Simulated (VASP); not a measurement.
# Cd: single point with PBE

The system is Cd.

```
Cd
1.0
     3.04417    0.00000    0.00000
    -1.52208    2.63633    0.00000
     0.00000    0.00000    6.07785
Cd
2
Cartesian
  0.0000 1.7576 1.5195
  1.5221 0.8788 4.5584
```

This cell differs from its parent crystal: strained.

```
Program             : VASP 6.6.1
Task                : single point
Functional          : PBE
Potentials or basis : VASP PAW PBE potentials, release 64 (Cd)
Cutoff              : 520 eV
k mesh              : 18 × 18 × 8
Occupations         : gaussian, width 0.1 eV
Spin                : no spin polarisation
```

```yaml
Pressure: -1.7 GPa
Band_gap_on_the_k_mesh: zero (bands 12 and 13 overlap by 4.11 eV)
```

Stress tensor (GPa, compression positive):
```
-1.65  0.00  0.00
 0.00 -1.65  0.00
 0.00  0.00 -1.86
```

Levels at points of the mesh, in eV from the Fermi level:
```
           k point  band 9  band 10  band 11  band 12  band 13  band 14  band 15  band 16
(0.00, 0.00, 0.00)   -8.37    -8.37    -8.01    -3.60    -2.62     8.53    12.48    14.45
(0.50, 0.00, 0.00)   -8.10    -8.08    -1.83    -1.51     1.54     2.39     3.02     4.92
(0.00, 0.00, 0.50)   -8.43    -8.43    -6.78    -6.78     2.65     2.65    14.74    14.74
(0.50, 0.00, 0.50)   -8.09    -8.09    -1.12    -1.12     0.02     0.02     7.05     7.05
```

Wall time 2.5 min on 1 thread of Intel Xeon 8259CL, with other jobs on the host, peak memory 0.27 GiB.

Caveat: the cell differs from its parent crystal (strained).
